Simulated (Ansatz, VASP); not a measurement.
**Ta2ReBi2 in VASP and in Ansatz**

```
CELL_PARAMETERS angstrom
3.84994 0.00000 0.00000
-1.92497 3.33415 0.00000
-1.92497 1.11139 8.93902
ATOMIC_POSITIONS crystal
Bi 0.39806 0.60194 0.19418
Bi 0.60194 0.39806 0.80582
Ta 0.21160 0.78840 0.63480
Ta 0.78840 0.21160 0.36520
Re 0.00000 0.00000 0.00000
```

Alike in both runs: task single point; functional PBE; k mesh 5 × 5 × 5; occupations fermi-dirac, width 0.0654 eV; no spin polarisation.

|  | VASP | Ansatz |
| --- | --- | --- |
| version | VASP 6.6.1 | Ansatz 0.2.0 |
| potentials or method | VASP PAW PBE potentials, release 64 (Bi_d, Ta_pv, Re), cutoff 520 eV | PAW plane waves |
| valence electrons in the cell | 59 | 71 |

VASP gave:

```
gap on the k mesh at the Fermi level (eV)                     : none
pressure (GPa)                                                : 3.9
traceless stress, the component that is largest in VASP (GPa) : -3.10
rms of the force components (eV/Å)                            : 2.191
```

Question: What did Ansatz give for the same quantities?

Answer: gap on the k mesh at the Fermi level (eV): none; pressure (GPa): 3.9; traceless stress, the component that is largest in VASP (GPa): -3.09; rms of the force components (eV/Å): 2.191.

Atom by atom the forces differ by 0.004 eV/Å (rms over components). A gap of «none» marks a metal or a gap that the smearing closes. VASP's potentials hold 59 valence electrons a cell and Ansatz's 71, so a difference there can come from the potentials and not from the codes. Ansatz's warnings: structure snapped to symmetry.

The k mesh is coarse, so the values compare programs but aren't converged. Spin-orbit coupling is off throughout.
